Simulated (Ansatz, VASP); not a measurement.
## Ta2AlN3 in VASP and in Ansatz

INCAR

```
PREC = Accurate
ENCUT = 600
EDIFF = 1E-6
ISMEAR = 0
SIGMA = 0.1
LREAL = False
LASPH = True
NELM = 80
ALGO = Normal
ISIF = 3
LWAVE = False
LCHARG = False
GGA = PE
IBRION = 2
NSW = 100
EDIFFG = -0.01
```

The input KPOINTS:

```
regular mesh
0
Gamma
  12 12 6
```

The input POSCAR:

```
Ta2AlN3
1.0
    3.2041831340      0.0000000000      0.0000000000
   -1.6020915670      2.7749039924      0.0000000000
    0.0000000000      0.0000000000      8.4204289321
Ta Al N
2 1 3
Direct
    0.0000000000      0.0000000000      0.0040294361
    0.6666666667      0.3333333333      0.3532528330
    0.3333333333      0.6666666667      0.6586357365
    0.3333333333      0.6666666667      0.8917712606
    0.6666666667      0.3333333333      0.6040994644
    0.0000000000      0.0000000000      0.2382112694
```

Input for Ansatz:

```yaml
crystal:
  lattice:
    - [3.204183134, 0.0, 0.0]
    - [-1.602091567, 2.7749039924, 0.0]
    - [0.0, 0.0, 8.4204289321]
  atoms:
    - { symbol: Ta, position: [0.0, 0.0, 0.0040294361] }
    - { symbol: Ta, position: [0.6666666667, 0.3333333333, 0.353252833] }
    - { symbol: Al, position: [0.3333333333, 0.6666666667, 0.6586357365] }
    - { symbol: "N", position: [0.3333333333, 0.6666666667, 0.8917712606] }
    - { symbol: "N", position: [0.6666666667, 0.3333333333, 0.6040994644] }
    - { symbol: "N", position: [0.0, 0.0, 0.2382112694] }
basis:
  ecutwfc: 420
kpoints:
  mp_grid: { grid: [12, 12, 6] }
hamiltonian:
  xc: pbe
scf:
  occupations: { method: gaussian, width: 0.1 }
output:
  forces: true
  stress: true
  eigenvalues: true
relax:
  adjacent_minimum: "off"
  f_tol: 0.01
  max_steps: 80
  cell: { stress_tol: 0.05 }
```

Alike in both runs: task relaxation of cell and atoms; functional PBE; k mesh 12 × 12 × 6; occupations gaussian, width 0.1 eV; no spin polarisation.

```csv
,VASP,Ansatz
version,VASP 6.6.1,Ansatz 0.2.0
potentials or method,"VASP PAW PBE potentials, release 64 (Ta_pv, Al, N), cutoff 600 eV","scalar-relativistic, plane waves, PAW"
valence electrons in the cell,40,44
```

Ansatz gave:

| Property | Result |
| --- | --- |
| gap on the k mesh at the Fermi level, each at its own relaxed structure (eV) | none |
| relaxed volume (Å³/atom) | 12.47 |
| relaxed cell length with the largest relative difference (Å) | 8.420 |

Problem. Estimate VASP's values.

Solution. gap on the k mesh at the Fermi level, each at its own relaxed structure (eV): none; relaxed volume (Å³/atom): 12.48; relaxed cell length with the largest relative difference (Å): 8.428.

A gap of «none» marks a metal or a gap that the smearing closes. VASP's potentials hold 40 valence electrons a cell and Ansatz's 44, so a difference there can come from the potentials and not from the codes.

Neither program's run includes spin-orbit coupling.
